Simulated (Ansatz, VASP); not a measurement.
# FeO in VASP and in Ansatz

Contents of INCAR:

```
ALGO = Normal ; EDIFF = 1E-6
ENCUT = 600 ; GGA = PE
GGA_COMPAT = F ; ISIF = 2
ISMEAR = -1 ; ISPIN = 2
LASPH = T ; LCHARG = T
LELF = T ; LMAXMIX = 4
LORBIT = 11 ; LREAL = F
LVHAR = T ; LWAVE = F
MAGMOM = 3 0 ; NBANDS = 22
NELM = 200 ; PREC = Accurate
SIGMA = 0.05
```

The input KPOINTS:

```
k-points
0
Gamma
  10 10 9
```

Contents of POSCAR:

```
FeO
1.0
    2.9029055100      0.0000000000      0.0000000000
   -1.4514527500      2.5139899200      0.0000000000
    0.0000000000      0.0000000000      2.8330919500
Fe O
1 1
Direct
    0.0000000000      0.0000000000      0.0000000000
    0.6666666667      0.3333333333      0.5000000000
```

input.yaml

```yaml
crystal:
  lattice:
    - [2.90290551, 0.0, 0.0]
    - [-1.45145275, 2.51398992, 0.0]
    - [0.0, 0.0, 2.83309195]
  atoms:
    - { symbol: Fe, position: [0.0, 0.0, 0.0], spin: 3.0 }
    - { symbol: O, position: [0.6666666667, 0.3333333333, 0.5] }
hamiltonian:
  xc: pbe
  pseudopotentials: { kind: paw }
magnetization:
  spin_polarized: true
kpoints:
  mp_grid: { grid: [10, 10, 9] }
scf:
  occupations: { method: fermi_dirac, width: 0.05 }
output:
  forces: true
  stress: true
  eigenvalues: true
```

Alike in both runs: task single point; functional PBE; k mesh 10 × 10 × 9; occupations fermi-dirac, width 0.05 eV; collinear spin.

|  | VASP | Ansatz |
| --- | --- | --- |
| version | VASP 6.6.1 | Ansatz 0.2.0 |
| potentials or method | VASP PAW PBE potentials, release 64 (Fe_sv, O) | Ansatz PAW |
| plane-wave cutoff (eV) | 600 | 420 |
| valence electrons in the cell | 22 | 22 |

|  | VASP | Ansatz | Ansatz less VASP |
| --- | --- | --- | --- |
| gap on the k mesh at the Fermi level (eV) | none | none | - |
| pressure (GPa) | -12.6 | -10.4 | +2.21 |
| traceless stress, the component that is largest in VASP (GPa) | -3.38 | -3.30 | +0.078 |
| net moment per atom (μB) | 2.00 | 2.00 | 0.000 |
| size of the moment on the site where the two differ most (μB) | 0.34 | 0.37 | +0.028 |

Site moments also hang on the region over which each program counts them. A gap of «none» marks a metal or a gap that the smearing closes. The functional is the same, so the differences come from potentials, cutoffs and numerics.
